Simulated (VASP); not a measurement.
# Au (Fm-3m) in VASP: further runs

The runs below take Au through single point, relaxation of cell and atoms, with PBE+D3(BJ).

Everything below comes from runs of VASP 6.6.1. Logs are shortened: lines on timing, memory, paths and dates and some standing lists are left out, and cuts for length are marked.

## Step 1: The cell of the first run

The structure is cubic, space group Fm-3m (No. 225). The conventional cell has a = 4.223 Å, b = 4.223 Å, c = 4.223 Å, α = 90.00°, β = 90.00°, γ = 90.00°. Au (site symmetry m-3m) has 12 Au at 2.99 Å within 3.9 Å.

## Step 2: Single point, PBE+D3(BJ) (18.83 Å³/atom)

INCAR

```
SYSTEM = Au
  ALGO = Normal
  EDIFF = 1E-6
  ENCUT = 520
  GGA = PE
  ISIF = 2
  ISMEAR = 0
  IVDW = 12
  LASPH = .True.
  LCHARG = .False.
  LREAL = .False.
  LWAVE = .False.
  NBANDS = 12
  NELM = 100
  PREC = Accurate
  SIGMA = 0.1
```

KPOINTS

```
k-points
0
Gamma
  18 18 18
  0 0 0
```

POSCAR

```
Au
1.0
    0.0000000000      2.1113930515      2.1113930515
    2.1113930515      0.0000000000      2.1113930515
    2.1113930515      2.1113930515      0.0000000000
Au
1
Direct
    0.0000000000      0.0000000000      0.0000000000
```

Potentials or basis: VASP PAW PBE potentials, release 64 (Au).

Launch:

```sh
> cat potpaw_PBE.64/Au/POTCAR > POTCAR
> mpirun -np 1 vasp_std > vasp.out
```

OUTCAR:

```text
SYSTEM = Au
   EDIFF = 1E-6
   ENCUT = 520
   GGA = PE
   ISIF = 2
   ISMEAR = 0
   IVDW = 12
   LASPH = .True.
   LREAL = .False.
   NELM = 100
   PREC = Accurate
 IVDW          = 12

 ion  position               nearest neighbor table
   1  0.000  0.000  0.000-

  LATTYP: Found a face centered cubic cell.
 ALAT       =     4.2227861030

  Lattice vectors:

 A1 = (   0.0000000000,   2.1113930515,   2.1113930515)
 A2 = (   2.1113930515,   0.0000000000,   2.1113930515)
 A3 = (   2.1113930515,   2.1113930515,   0.0000000000)

Analysis of symmetry for initial positions (statically):
=====================================================================
 Subroutine PRICEL returns:
 Original cell was already a primitive cell.

 Routine SETGRP: Setting up the symmetry group for a
 face centered cubic supercell.

 Subroutine GETGRP returns: Found 48 space group operations
 (whereof 48 operations were pure point group operations)
 out of a pool of 48 trial point group operations.

The static configuration has the point symmetry O_h .

Analysis of symmetry for dynamics (positions and initial velocities):
=====================================================================
 Subroutine PRICEL returns:
 Original cell was already a primitive cell.

 Routine SETGRP: Setting up the symmetry group for a
 face centered cubic supercell.

 Subroutine GETGRP returns: Found 48 space group operations
 (whereof 48 operations were pure point group operations)
 out of a pool of 48 trial point group operations.

The dynamic configuration has the point symmetry O_h .

 Subroutine INISYM returns: Found 48 space group operations
 (whereof 48 operations are pure point group operations),
 and found     1 'primitive' translations

----------------------------------------------------------------------------------------

                                     Primitive cell

  volume of cell :      18.8251

  direct lattice vectors                    reciprocal lattice vectors
     0.000000000  2.111393051  2.111393051    -0.236810479  0.236810479  0.236810479
     2.111393051  0.000000000  2.111393051     0.236810479 -0.236810479  0.236810479
     2.111393051  2.111393051  0.000000000     0.236810479  0.236810479 -0.236810479

  length of vectors
     2.985960689  2.985960689  2.985960689     0.410167781  0.410167781  0.410167781

  position of ions in fractional coordinates (direct lattice)
     0.000000000  0.000000000  0.000000000

  ion indices of the primitive-cell ions
   primitive index   ion index
                 1           1

----------------------------------------------------------------------------------------
[... 83 lines left out ...]
   EMIN   =  10.00;   EMAX   =-10.00  energy-range for DOS
   EFERMI =   0.00;   METHOD = LEGACY
   ISMEAR =     0;   SIGMA  =   0.10  broadening in eV -4-tet -1-fermi 0-gaus
   EFERMI_NEDOS =   21; number of points for ismear=-14 and -15
   IALGO  =     38    algorithm
   IMIX   =      4    mixing-type and parameters
     AMIX     =   0.40;   BMIX     =  1.00
     AMIX_MAG =   1.60;   BMIX_MAG =  1.00
  volume/ion in A,a.u.               =      18.83       127.04
  Fermi-wavevector in a.u.,A,eV,Ry     =   1.368653  2.586379 25.486578  1.873211
  Thomas-Fermi vector in A             =   2.494598
   LORBIT       =      0    0 simple, 1 ext, 2 COOP (PROOUT), +10 PAW based schemes
   GGA     = PE    functional components
   LHFCALC =     F    Hartree Fock is set to
   AEXX    =    0.0000 exact exchange contribution
   IVDW    =    12    specifies the selected vdW correction
   LEPSILON=     F    determine dielectric tensor
   LRPA    =     F    only Hartree local field effects (RPA)
 non-spin polarized calculation
 Gauss-broadening in eV      SIGMA  =   0.10
  energy-cutoff  :      520.00
  volume of cell :       18.83
 maximum number of plane-waves:       531
 NGX is ok and might be reduce to    24
   NGX = 11   NGY = 11   NGZ = 11

 number of electron      10.9999998 magnetization

 Free energy of the ion-electron system (eV)
  ---------------------------------------------------
  ext. energy  EPLUGINS =         0.00000000
  ---------------------------------------------------
  free energy    TOTEN  =        -3.20572669 eV

  energy without entropy =       -3.20445147  energy(sigma->0) =       -3.20508908

 E-fermi :   7.8363     XC(G=0): -12.1277

 val. band max:        7.8063846026   @ k =   0.5000   0.2778   0.1111
 cond. band min:       7.8845355806   @ k =   0.5000   0.1667   0.0556
 fundamental gap:      0.0781509780
 Fermi energy:         7.8362606848

 k-point     1 :       0.0000    0.0000    0.0000
  band No.  band energies     occupation
      1      -0.9472      2.00000
      2       3.7080      2.00000
      3       3.7080      2.00000
      4       3.7080      2.00000
      5       4.9766      2.00000
      6       4.9766      2.00000
      7      22.5126      0.00000
      8      25.9375      0.00000
      9      25.9375      0.00000
     10      25.9375      0.00000
     11      30.5417      0.00000
     12      34.1833      0.00000
[... 331 lines left out ...]
 k-point    24 :      -0.2222    0.0556    0.0000
  band No.  band energies     occupation
      1       0.7106      2.00000
      2       3.5079      2.00000
      3       3.9730      2.00000
      4       4.0009      2.00000
      5       4.9090      2.00000
      6       5.3119      2.00000
      7      18.8267      0.00000
      8      23.2659      0.00000
      9      25.4771      0.00000
     10      28.0440      0.00000
     11      28.0897      0.00000
     12      29.7992      0.00000

 [... further k-points ...]

------------------------ aborting loop because EDIFF is reached ----------------------------------------

 Edisp (eV)   -0.60037

 E8    (eV) :    -0.2696

  FORCE on cell =-STRESS in cart. coord.  units (eV):
  Direction    XX          YY          ZZ          XY          YZ          ZX
  --------------------------------------------------------------------------------------
  -------------------------------------------------------------------------------------
  Total      -1.31250    -1.31250    -1.31250     0.00000     0.00000    -0.00000
  in kB    -111.70532  -111.70532  -111.70532     0.00000     0.00000    -0.00000
  external pressure =     -111.71 kB  Pullay stress =        0.00 kB

 VOLUME and BASIS-vectors are now :
 -----------------------------------------------------------------------------
  energy-cutoff  :      520.00
  volume of cell :       18.83
      direct lattice vectors                 reciprocal lattice vectors
     0.000000000  2.111393051  2.111393051    -0.236810479  0.236810479  0.236810479
     2.111393051  0.000000000  2.111393051     0.236810479 -0.236810479  0.236810479
     2.111393051  2.111393051  0.000000000     0.236810479  0.236810479 -0.236810479

 POSITION                                       TOTAL-FORCE (eV/Angst)
 -----------------------------------------------------------------------------------
      0.00000      0.00000      0.00000        -0.000000     -0.000000      0.000000
 -----------------------------------------------------------------------------------
    total drift:                               -0.000000      0.000000     -0.000000

  FREE ENERGIE OF THE ION-ELECTRON SYSTEM (eV)
  ---------------------------------------------------
  free  energy   TOTEN  =        -3.8060987508 eV

  energy  without entropy=       -3.8048235314  energy(sigma->0) =       -3.80546114
```

OSZICAR:

```text
N       E                     dE             d eps       ncg     rms          rms(c)
DAV:   1     0.487783521560E+02    0.48778E+02   -0.55566E+03  4888   0.808E+02
DAV:   2    -0.277025432502E+01   -0.51549E+02   -0.48504E+02  5504   0.182E+02
DAV:   3    -0.345951103384E+01   -0.68926E+00   -0.68871E+00  5572   0.204E+01
DAV:   4    -0.346193346411E+01   -0.24224E-02   -0.24223E-02  5692   0.141E+00
DAV:   5    -0.346195301944E+01   -0.19555E-04   -0.19556E-04  5636   0.121E-01    0.690E+00
DAV:   6    -0.321996378097E+01    0.24199E+00   -0.72613E-01  5136   0.670E+00    0.462E+00
DAV:   7    -0.320725166413E+01    0.12712E-01   -0.44719E-02  5660   0.169E+00    0.248E+00
DAV:   8    -0.320573200640E+01    0.15197E-02   -0.88996E-04  5172   0.247E-01    0.222E-01
DAV:   9    -0.320571979778E+01    0.12209E-04   -0.71341E-06  5760   0.217E-02    0.183E-02
DAV:  10    -0.320572679203E+01   -0.69942E-05   -0.40139E-06  5392   0.199E-02    0.346E-03
DAV:  11    -0.320572668977E+01    0.10225E-06   -0.83208E-08  3008   0.222E-03
   1 F= -.38060988E+01 E0= -.38054611E+01  d E =-.127522E-02
```

stdout:

```text
POSCAR found type information on POSCAR Au
 POSCAR found :  1 types and       1 ions
 scaLAPACK will be used
 LDA part: xc-table for (Slater+PW92), standard interpolation
 POSCAR, INCAR and KPOINTS ok, starting setup
 FFT: planning ... GRIDC
 FFT: planning ... GRID_SOFT
 FFT: planning ... GRID
 WAVECAR not read
 entering main loop
```

Wall time 36 s (1 thread of Intel Xeon 8259CL, shared host); peak memory 0.18 GiB.

Results:

* Free energy: -3.8061 eV
* Pressure: -11.2 GPa
* Band gap on the k mesh: zero (an odd number of electrons rules out a gap without spin polarisation)
* Dispersion energy per atom: -0.600 eV

Levels at points of the mesh, in eV from the Fermi level:
| k point | band 4 | band 5 | band 6 | band 7 | band 8 | band 9 |
| --- | --- | --- | --- | --- | --- | --- |
| (0.00, 0.00, 0.00) | -4.13 | -2.86 | -2.86 | 14.68 | 18.10 | 18.10 |
| (0.50, 0.00, 0.00) | -1.85 | -1.85 | -0.44 | 2.63 | 14.11 | 16.43 |
| (0.50, 0.50, 0.00) | -1.58 | -1.58 | 1.36 | 5.07 | 9.78 | 9.78 |

Caveat: the cell stands under tension; spin-orbit coupling is left out, which moves the levels of the heavy elements.

## Step 3: Relaxation of cell and atoms, PBE+D3(BJ)

This run uses another cell than the first one, of 16.85 Å³/atom.

INCAR

```
PREC     = Accurate       # precision mode
ENCUT    = 600            # plane-wave cutoff, eV
EDIFF    = 1E-6           # SCF threshold, eV
ISMEAR   = 0              # smearing method
SIGMA    = 0.1            # smearing width, eV
LREAL    = F              # projectors in reciprocal space
LASPH    = T              # aspherical terms in the spheres
NELM     = 100            # most SCF steps
ALGO     = Normal         # electronic algorithm
ISIF     = 3              # what is computed and relaxed
LWAVE    = F              # write WAVECAR
LCHARG   = F              # write CHGCAR
GGA      = PE             # functional
IVDW     = 12             # dispersion correction
IBRION   = 2              # ionic algorithm
NSW      = 100            # ionic steps
EDIFFG   = -0.002         # ionic threshold
```

KPOINTS

```
Automatic mesh
0
Gamma
  18 18 18
```

POSCAR

```
Au
1.0
    0.0000000000      2.0350000000      2.0350000000
    2.0350000000      0.0000000000      2.0350000000
    2.0350000000      2.0350000000      0.0000000000
Au
1
Direct
    0.0000000000      0.0000000000      0.0000000000
```

Potentials or basis: VASP PAW PBE potentials, release 64 (Au).

Launch:

```sh
> cat potpaw_PBE.64/Au/POTCAR > POTCAR
> mpirun -np 1 vasp_std > vasp.out
```

Wall time 2.7 min (1 thread of Intel Xeon 8259CL, shared host); peak memory 0.19 GiB.

The run converged. Its results:

| Property | Result |
| --- | --- |
| Free energy | -3.8660 eV |
| Relaxed volume | 17.25 Å³/atom |
| Relaxed cell | a = 2.900 Å, b = 2.900 Å, c = 2.900 Å, α = 60.00°, β = 60.00°, γ = 60.00° |
| Space group after relaxing (to 0.1 Å) | Fm-3m (No. 225) |
| Energy gained by relaxing | 4.8 meV/atom |
| Ionic steps | 20 |
| Pressure after relaxing | 0.0 GPa |
| Band gap on the k mesh | zero (an odd number of electrons rules out a gap without spin polarisation) |
| Dispersion energy per atom | -0.657 eV |

Step by step:
```
step  energy change (eV)  largest force (eV/Å)  pressure (GPa)  volume (Å³)
   1              0.0000                0.0000            4.05        16.85
   2              0.0074                0.0000           -5.61        17.92
   3             -0.0048                0.0000           -0.03        17.25
   4             -0.0048                0.0000            0.04        17.24
   5             -0.0048                0.0000            0.04        17.24
   6             -0.0048                0.0000            0.05        17.24
   7             -0.0048                0.0000            0.04        17.24
   8             -0.0048                0.0000            0.04        17.24
   9             -0.0048                0.0000            0.04        17.24
  10             -0.0048                0.0000            0.04        17.24
  11             -0.0048                0.0000            0.04        17.24
  12             -0.0048                0.0000            0.04        17.24
  13             -0.0048                0.0000            0.04        17.24
  14             -0.0048                0.0000            0.04        17.24
  15             -0.0048                0.0000            0.05        17.25
  16             -0.0048                0.0000            0.05        17.25
  17             -0.0048                0.0000           -0.02        17.25
  18             -0.0048                0.0000           -0.03        17.25
  19             -0.0048                0.0000           -0.03        17.25
  20             -0.0048                0.0000           -0.01        17.25
```

Final structure:
```yaml
crystal:
  lattice:
    - [0.00000, 2.05068, 2.05068]
    - [2.05068, 0.00000, 2.05068]
    - [2.05068, 2.05068, 0.00000]
  atoms:
    - { symbol: Au, position: [0.00000, 0.00000, 0.00000] }
```

Levels at points of the mesh, in eV from the Fermi level:
```csv
k point,band 3,band 4,band 5,band 6,band 7,band 8,band 9
"(0.00, 0.00, 0.00)",-4.60,-4.60,-3.12,-3.12,14.56,18.50,18.50
"(0.50, 0.00, 0.00)",-4.64,-1.94,-1.94,-0.87,3.03,14.01,17.07
"(0.50, 0.50, 0.00)",-1.99,-1.63,-1.63,1.08,5.70,10.00,10.00
```

Caveat: spin-orbit coupling is left out, which moves the levels of the heavy elements. Zero-point motion and thermal expansion aren't in these numbers.
